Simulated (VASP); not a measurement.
Runs of VASP 6.6.1 on PbS. The structure is that of space group Cmcm (No. 63), or close to it. The cells are those of the table. 

```csv
level,potentials or basis,cell,smearing,gap on the mesh (eV),pressure (GPa),largest force (eV/Å)
PBE,"VASP PAW PBE potentials, release 64 (Pb_d, S)","a = 6.342, b = 6.342, c = 4.279 Å, angles 90.0, 90.0, 141.7°, 4 atoms",gaussian 0.011 eV,1.26,1.0,0.10
LDA,"VASP PAW LDA potentials, release 64 (Pb_d, S)","a = 6.300, b = 6.300, c = 4.251 Å, angles 90.0, 90.0, 141.7°, 4 atoms",fermi-dirac 0.05 eV,1.06,-2.5,0.03
BLYP+D3(BJ),"VASP PAW PBE potentials, release 64 (Pb_d, S)","a = 6.256, b = 6.256, c = 4.221 Å, angles 90.0, 90.0, 141.7°, 4 atoms",fermi-dirac 0.05 eV,1.22,2.4,0.54
revPBE+D3(BJ),"VASP PAW PBE potentials, release 64 (Pb_d, S)","a = 6.107, b = 6.107, c = 4.264 Å, angles 90.0, 90.0, 140.9°, 4 atoms",fermi-dirac 0.05 eV,1.25,-0.1,0.01
PBE,"VASP PAW PBE potentials, release 64 (Pb_d, S)","a = 6.426, b = 6.426, c = 4.336 Å, angles 90.0, 90.0, 141.7°, 4 atoms",fermi-dirac 0.05 eV,1.32,-1.0,0.16
LDA,"VASP PAW LDA potentials, release 64 (Pb_d, S)","a = 6.342, b = 6.342, c = 4.279 Å, angles 90.0, 90.0, 141.7°, 4 atoms",fermi-dirac 0.05 eV,(b),-3.5,0.10
LDA,"VASP PAW LDA potentials, release 64 (Pb_d, S)","a = 6.466, b = 6.466, c = 4.363 Å, angles 90.0, 90.0, 141.7°, 4 atoms",fermi-dirac 0.05 eV,1.19,(c),(a)
LDA,"VASP PAW LDA potentials, release 64 (Pb_d, S)","a = 6.384, b = 6.384, c = 4.308 Å, angles 90.0, 90.0, 141.7°, 4 atoms",fermi-dirac 0.05 eV,1.14,-4.4,0.21
```

Alike in all rows: task single point; no spin polarisation; k mesh 7 × 7 × 6; cutoff (eV) 520.

**Question.** Estimate the missing entries.

**Answer.** (a) 0.42; (b) 1.10; (c) -5.9.

Caveats: spin-orbit coupling is left out, which moves the levels of the heavy elements; the PAW data sets were made with another functional, which shifts forces and pressure a little (some runs).

A k mesh can miss the band edges, and the runs leave out spin-orbit coupling on Pb.
